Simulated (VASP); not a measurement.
AlFe (CsCl type): single point with PBE

The system is AlFe (CsCl type).

```
Fe Al
1.0
     2.87000    0.00000    0.00000
     0.00000    2.87000    0.00000
     0.00000    0.00000    2.87000
Fe Al
1 1
Direct
  0.00000 0.00000 0.00000
  0.50000 0.50000 0.50000
```

```yaml
Program: VASP 6.6.1
Task: single point
Functional: PBE
Potentials_or_basis: VASP PAW PBE potentials, release 64 (Fe, Al)
Cutoff: 600 eV
k_mesh: 8 × 8 × 8
Occupations: fermi-dirac, width 0.1 eV
Spin: no spin polarisation
```

```
Pressure               : 0.3 GPa
Band gap on the k mesh : zero (an odd number of electrons rules out a gap without spin polarisation)
```

Levels at points of the mesh, in eV from the Fermi level:
```
           k point  band 2  band 3  band 4  band 5  band 6  band 7  band 8  band 9  band 10  band 11
(0.00, 0.00, 0.00)   -2.22   -2.22    0.15    0.15    0.15    6.51    6.51    6.51     9.49     9.49
(0.50, 0.00, 0.00)   -5.89   -1.56   -0.86   -0.86    0.27    1.27    8.79   11.24    11.24    12.17
(0.50, 0.50, 0.00)   -2.28   -2.01   -2.01   -0.61   -0.61    0.84    3.55    4.44    12.98    16.24
(0.50, 0.50, 0.50)   -3.32   -3.32    0.88    0.88    3.12    3.12    3.12    4.39     6.25     6.25
```

Wall time 9.8 s on 1 thread of AMD EPYC 7R43 64-Core Processor (Zen 3), on a shared host, peak memory 0.11 GiB.

Caveat: the run has no spin polarisation, though such a crystal can be magnetic. Spin polarisation is off, so any magnetic state and its effect on volume and gap are missing.
